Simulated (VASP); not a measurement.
# ZnS (F-43m) in VASP: further runs

ZnS is run at these levels: LDA; tasks: single point.

Everything below comes from runs of VASP 6.6.1. Logs are shortened: lines on timing, memory, paths and dates and some standing lists are left out, and cuts for length are marked.

### 1 The cell of the first run

It takes space group F-43m (No. 216, cubic). Conventional cell: a = 5.349 Å, b = 5.349 Å, c = 5.349 Å, α = 90.00°, β = 90.00°, γ = 90.00°. Zn (site symmetry -43m) has 4 S at 2.32 Å within 3.1 Å. S (site symmetry -43m) has 4 Zn at 2.32 Å within 3.1 Å.

### 2 Single point, LDA (19.13 Å³/atom)

File INCAR:

```
SYSTEM = ZnS
ALGO = Normal
EDIFF = 1E-6
ENCUT = 500
GGA = CA
GGA_COMPAT = .False.
ISIF = 2
ISMEAR = 0
LASPH = .True.
LCHARG = .False.
LREAL = .False.
LWAVE = .False.
NBANDS = 16
NELM = 120
PREC = Accurate
SIGMA = 0.02
```

File KPOINTS:

```
k-points
0
Gamma
  10 10 10
  0 0 0
```

File POSCAR:

```
ZnS
1.0
    0.0000000000      2.6746932595      2.6746932595
    2.6746932595      0.0000000000      2.6746932595
    2.6746932595      2.6746932595      0.0000000000
Zn S
1 1
Direct
    0.2500000000      0.2500000000      0.2500000000
    0.0000000000      0.0000000000      0.0000000000
```

Potentials or basis: VASP PAW LDA potentials, release 64 (Zn, S).

Command:

```console
$ cat potpaw_LDA.64/Zn/POTCAR potpaw_LDA.64/S/POTCAR > POTCAR
$ mpirun -np 1 vasp_std > vasp.out
```

OUTCAR:

```text
SYSTEM = ZnS
   EDIFF = 1E-6
   ENCUT = 500
   GGA = CA
   ISIF = 2
   ISMEAR = 0
   LASPH = .True.
   LREAL = .False.
   NELM = 120
   PREC = Accurate

 ion  position               nearest neighbor table
   1  0.250  0.250  0.250-   2 2.32   2 2.32   2 2.32   2 2.32
   2  0.000  0.000  0.000-   1 2.32   1 2.32   1 2.32   1 2.32

  LATTYP: Found a face centered cubic cell.
 ALAT       =     5.3493865190

  Lattice vectors:

 A1 = (   0.0000000000,   2.6746932595,   2.6746932595)
 A2 = (   2.6746932595,   0.0000000000,   2.6746932595)
 A3 = (   2.6746932595,   2.6746932595,   0.0000000000)

Analysis of symmetry for initial positions (statically):
=====================================================================
 Subroutine PRICEL returns:
 Original cell was already a primitive cell.

 Routine SETGRP: Setting up the symmetry group for a
 face centered cubic supercell.

 Subroutine GETGRP returns: Found 24 space group operations
 (whereof 24 operations were pure point group operations)
 out of a pool of 48 trial point group operations.

The static configuration has the point symmetry T_d .

Analysis of symmetry for dynamics (positions and initial velocities):
=====================================================================
 Subroutine PRICEL returns:
 Original cell was already a primitive cell.

 Routine SETGRP: Setting up the symmetry group for a
 face centered cubic supercell.

 Subroutine GETGRP returns: Found 24 space group operations
 (whereof 24 operations were pure point group operations)
 out of a pool of 48 trial point group operations.

The dynamic configuration has the point symmetry T_d .

 Subroutine INISYM returns: Found 24 space group operations
 (whereof 24 operations are pure point group operations),
 and found     1 'primitive' translations

----------------------------------------------------------------------------------------

                                     Primitive cell

  volume of cell :      38.2694

  direct lattice vectors                    reciprocal lattice vectors
     0.000000000  2.674693260  2.674693260    -0.186937324  0.186937324  0.186937324
     2.674693260  0.000000000  2.674693260     0.186937324 -0.186937324  0.186937324
     2.674693260  2.674693260  0.000000000     0.186937324  0.186937324 -0.186937324

  length of vectors
     3.782587483  3.782587483  3.782587483     0.323784943  0.323784943  0.323784943

  position of ions in fractional coordinates (direct lattice)
     0.250000000  0.250000000  0.250000000
     0.000000000  0.000000000  0.000000000

  ion indices of the primitive-cell ions
   primitive index   ion index
                 1           1
                 2           2

----------------------------------------------------------------------------------------

 KPOINTS: k-points

Automatic generation of k-mesh.
 Grid dimensions read from file:
 generate k-points for:   10   10   10

 Generating k-lattice:

  Cartesian coordinates                     Fractional coordinates (reciprocal lattice)
    -0.018693732  0.018693732  0.018693732     0.100000000  0.000000000  0.000000000
     0.018693732 -0.018693732  0.018693732     0.000000000  0.100000000  0.000000000
     0.018693732  0.018693732 -0.018693732     0.000000000  0.000000000  0.100000000

  Length of vectors
     0.032378494  0.032378494  0.032378494

  Shift w.r.t. Gamma in fractional coordinates (k-lattice)
     0.000000000  0.000000000  0.000000000

 Subroutine IBZKPT returns following result:
 ===========================================

 Found     47 irreducible k-points:

 Following reciprocal coordinates:
            Coordinates               Weight
  0.000000  0.000000  0.000000      1.000000
  0.100000  0.000000  0.000000      8.000000
  0.200000  0.000000  0.000000      8.000000
  0.300000  0.000000  0.000000      8.000000
  0.400000  0.000000  0.000000      8.000000
  0.500000  0.000000  0.000000      4.000000
[... 16 lines left out ...]
  0.300000  0.300000  0.000000      6.000000
  0.400000  0.300000  0.000000     24.000000
 [... further k-points ...]
   k-points           NKPTS =     47   k-points in BZ     NKDIM =     47   number of bands    NBANDS=     16
   number of dos      NEDOS =    301   number of ions     NIONS =      2
   total plane-waves  NPLWV =  21952
   dimension x,y,z NGX =    28 NGY =   28 NGZ =   28
   dimension x,y,z NGXF=    56 NGYF=   56 NGZF=   56
   ions per type =               1   1
   NGX,Y,Z   is equivalent  to a cutoff of  12.31, 12.31, 12.31 a.u.
   NGXF,Y,Z  is equivalent  to a cutoff of  24.61, 24.61, 24.61 a.u.
 SYSTEM =  ZnS
   PREC   = accura    normal or accurate (medium, high low for compatibility)
   ISTART =      0    job   : 0-new  1-cont  2-samecut
   ICHARG =      2    charge: 1-file 2-atom 10-const
   ISPIN  =      1    spin polarized calculation?
   LNONCOLLINEAR =      F non collinear calculations
   LSORBIT =      F    spin-orbit coupling
   LASPH  =      T    aspherical Exc in radial PAW
   ENCUT  =  500.0 eV  36.75 Ry    6.06 a.u.   6.90  6.90  6.90*2*pi/ulx,y,z
   NELM   =    120;   NELMIN=  2; NELMDL= -5     # of ELM steps
   EDIFF  = 0.1E-05   stopping-criterion for ELM
   LREAL  =      F    real-space projection
[... 7 lines left out ...]
   TEBEG  =    0.0;   TEEND  =   0.0 temperature during run
   PSTRESS=    0.0 pullay stress
   NELECT =      18.0000    total number of electrons
   NUPDOWN=      -1.0000    fix difference up-down
   EMIN   =  10.00;   EMAX   =-10.00  energy-range for DOS
   EFERMI =   0.00;   METHOD = LEGACY
   ISMEAR =     0;   SIGMA  =   0.02  broadening in eV -4-tet -1-fermi 0-gaus
   EFERMI_NEDOS =   21; number of points for ismear=-14 and -15
   IALGO  =     38    algorithm
   IMIX   =      4    mixing-type and parameters
     AMIX     =   0.40;   BMIX     =  1.00
     AMIX_MAG =   1.60;   BMIX_MAG =  1.00
  volume/ion in A,a.u.               =      19.13       129.13
  Fermi-wavevector in a.u.,A,eV,Ry     =   1.273156  2.405916 22.054046  1.620927
  Thomas-Fermi vector in A             =   2.405995
   LORBIT       =      0    0 simple, 1 ext, 2 COOP (PROOUT), +10 PAW based schemes
   GGA     = CA    functional components
   LHFCALC =     F    Hartree Fock is set to
   AEXX    =    0.0000 exact exchange contribution
   IVDW    =     0    specifies the selected vdW correction
   LEPSILON=     F    determine dielectric tensor
   LRPA    =     F    only Hartree local field effects (RPA)
 non-spin polarized calculation
 Gauss-broadening in eV      SIGMA  =   0.02
  energy-cutoff  :      500.00
  volume of cell :       38.27
 maximum number of plane-waves:       990
   NGX = 13   NGY = 13   NGZ = 13

 number of electron      18.0000017 magnetization

 Free energy of the ion-electron system (eV)
  ---------------------------------------------------
  ext. energy  EPLUGINS =         0.00000000
  ---------------------------------------------------
  free energy    TOTEN  =        -8.20105528 eV

  energy without entropy =       -8.20105528  energy(sigma->0) =       -8.20105528

 E-fermi :   2.3581     XC(G=0): -10.1790

 val. band max:        2.2180111367   @ k =   0.0000   0.0000   0.0000
 cond. band min:       4.2432565233   @ k =   0.0000   0.0000   0.0000
 fundamental gap:      2.0252453866
 Fermi energy:         2.3581444653

 k-point     1 :       0.0000    0.0000    0.0000
  band No.  band energies     occupation
      1     -11.1083      2.00000
      2      -4.4052      2.00000
      3      -4.4052      2.00000
      4      -4.4052      2.00000
      5      -3.8881      2.00000
      6      -3.8881      2.00000
[... 8 lines left out ...]
     15      14.0093      0.00000
     16      14.0093      0.00000

 k-point     2 :       0.1000    0.0000    0.0000
  band No.  band energies     occupation
      1     -11.0270      2.00000
      2      -4.4068      2.00000
      3      -4.3907      2.00000
      4      -4.3907      2.00000
      5      -3.8896      2.00000
      6      -3.8896      2.00000
[... 8 lines left out ...]
     15      13.5175      0.00000
     16      14.5101      0.00000

 k-point     3 :       0.2000    0.0000    0.0000
  band No.  band energies     occupation
      1     -10.8017      2.00000
      2      -4.3924      2.00000
      3      -4.3551      2.00000
      4      -4.3551      2.00000
      5      -3.8898      2.00000
      6      -3.8898      2.00000
[... 8 lines left out ...]
     15      13.0662      0.00000
     16      14.5317      0.00000

 k-point     4 :       0.3000    0.0000    0.0000
  band No.  band energies     occupation
      1     -10.4939      2.00000
      2      -4.3173      2.00000
      3      -4.3173      2.00000
      4      -4.3061      2.00000
      5      -3.8811      2.00000
      6      -3.8811      2.00000
[... 8 lines left out ...]
     15      13.4461      0.00000
     16      13.9572      0.00000

 k-point     5 :       0.4000    0.0000    0.0000
  band No.  band energies     occupation
      1     -10.2142      2.00000
      2      -4.2934      2.00000
      3      -4.2934      2.00000
      4      -4.0607      2.00000
      5      -3.8647      2.00000
      6      -3.8647      2.00000
[... 8 lines left out ...]
     15      14.6306      0.00000
     16      14.6306      0.00000

 k-point     6 :       0.5000    0.0000    0.0000
  band No.  band energies     occupation
      1     -10.0983      2.00000
      2      -4.2862      2.00000
      3      -4.2862      2.00000
      4      -3.8559      2.00000
      5      -3.8559      2.00000
      6      -3.6708      2.00000
[... 8 lines left out ...]
     15      15.6867      0.00000
     16      15.6867      0.00000
[... 267 lines left out ...]
 k-point    21 :      -0.3000    0.2000    0.0000
  band No.  band energies     occupation
      1     -10.1267      2.00000
      2      -4.2818      2.00000
      3      -4.2453      2.00000
      4      -4.1064      2.00000
      5      -3.9000      2.00000
      6      -3.8203      2.00000
[... 8 lines left out ...]
     15      15.3643      0.00000
     16      16.7089      0.00000

 k-point    22 :      -0.2000    0.2000    0.0000
  band No.  band energies     occupation
      1     -10.3897      2.00000
      2      -4.3095      2.00000
      3      -4.2909      2.00000
      4      -4.2803      2.00000
      5      -3.9123      2.00000
      6      -3.8476      2.00000
[... 8 lines left out ...]
     15      15.0890      0.00000
     16      16.7628      0.00000

 k-point    23 :       0.3000    0.3000    0.0000
  band No.  band energies     occupation
      1     -10.2876      2.00000
      2      -4.4696      2.00000
      3      -4.1959      2.00000
      4      -4.1959      2.00000
      5      -3.9234      2.00000
      6      -3.8351      2.00000
[... 8 lines left out ...]
     15      15.1064      0.00000
     16      18.8755      0.00000

 k-point    24 :       0.4000    0.3000    0.0000
  band No.  band energies     occupation
      1     -10.0667      2.00000
      2      -4.4355      2.00000
      3      -4.1489      2.00000
      4      -4.1410      2.00000
      5      -3.8637      2.00000
      6      -3.8269      2.00000
[... 8 lines left out ...]
     15      15.6643      0.00000
     16      18.1337      0.00000

 [... further k-points ...]

------------------------ aborting loop because EDIFF is reached ----------------------------------------

  FORCE on cell =-STRESS in cart. coord.  units (eV):
  Direction    XX          YY          ZZ          XY          YZ          ZX
  --------------------------------------------------------------------------------------
  -------------------------------------------------------------------------------------
  Total       -0.5238680     -0.5238680     -0.5238680     -0.0000000      0.0000000     -0.0000000
  in kB      -21.9321138    -21.9321138    -21.9321138     -0.0000000      0.0000000     -0.0000000
  external PRESSURE =     -21.9321138 kB  Pullay stress =       0.0000000 kB

 VOLUME and BASIS-vectors are now :
 -----------------------------------------------------------------------------
  energy-cutoff  :      500.00
  volume of cell :       38.27
      direct lattice vectors                 reciprocal lattice vectors
     0.000000000  2.674693260  2.674693260    -0.186937324  0.186937324  0.186937324
     2.674693260  0.000000000  2.674693260     0.186937324 -0.186937324  0.186937324
     2.674693260  2.674693260  0.000000000     0.186937324  0.186937324 -0.186937324

 POSITION                                       TOTAL-FORCE (eV/Angst)
 -----------------------------------------------------------------------------------
      1.33735      1.33735      1.33735         0.000000      0.000000      0.000000
      0.00000      0.00000      0.00000        -0.000000     -0.000000     -0.000000
 -----------------------------------------------------------------------------------
    total drift:                               -0.000001     -0.000001     -0.000001

  FREE ENERGIE OF THE ION-ELECTRON SYSTEM (eV)
  ---------------------------------------------------
  free  energy   TOTEN  =        -8.2010552756 eV

  energy  without entropy=       -8.2010552756  energy(sigma->0) =       -8.20105528
```

Run time: 13 s. Hardware: 1 thread of AMD EPYC 9R45 (Zen 5), shared host; peak memory 0.12 GiB.

What came out:

- Free energy: -8.2011 eV
- Pressure: -2.2 GPa
- Band gap on the k mesh: 2.03 eV

LDA gaps usually lie below the measured ones, often by a third to a half.

### 3 Single point, LDA (18.95 Å³/atom)

This run uses another cell than the first one, of 18.95 Å³/atom.

File INCAR:

```
PREC = Accurate ; ENCUT = 500
EDIFF = 1E-6 ; ISMEAR = 0
SIGMA = 0.01 ; LREAL = F
LASPH = T ; NELM = 120
ALGO = Normal ; ISIF = 2
LWAVE = F ; LCHARG = T
GGA = CA ; LELF = T
LVHAR = T ; NBANDS = 16
GGA_COMPAT = F
```

File KPOINTS:

```
regular mesh
0
Gamma
  10 10 10
```

File POSCAR:

```
ZnS
1.0
    0.0000000000      2.6660091294      2.6660091294
    2.6660091294      0.0000000000      2.6660091294
    2.6660091294      2.6660091294      0.0000000000
Zn S
1 1
Direct
    0.2500000000      0.2500000000      0.2500000000
    0.0000000000      0.0000000000      0.0000000000
```

Potentials or basis: VASP PAW LDA potentials, release 64 (Zn, S).

Command:

```console
$ cat potpaw_LDA.64/Zn/POTCAR potpaw_LDA.64/S/POTCAR > POTCAR
$ mpirun -np 1 vasp_std > vasp.out
```

It took 14 s on 1 thread of AMD EPYC 9R45 (Zen 5), shared host; peak memory 0.12 GiB.

It converged, with:

| Quantity | Value |
| --- | --- |
| Free energy | -8.2051 eV |
| Pressure | -1.4 GPa |
| Band gap on the k mesh | 2.07 eV |

Levels at points of the mesh, in eV from the valence-band top:
| k point | band 6 | band 7 | band 8 | band 9 | band 10 | band 11 | band 12 | band 13 |
| --- | --- | --- | --- | --- | --- | --- | --- | --- |
| (0.00, 0.00, 0.00) | -6.14 | 0.00 | 0.00 | 0.00 | 2.07 | 6.23 | 6.23 | 6.23 |
| (0.50, 0.00, 0.00) | -5.92 | -5.65 | -0.94 | -0.94 | 3.19 | 6.77 | 6.77 | 8.78 |
| (0.50, 0.50, 0.00) | -5.90 | -4.83 | -2.40 | -2.40 | 3.10 | 3.89 | 11.01 | 12.06 |
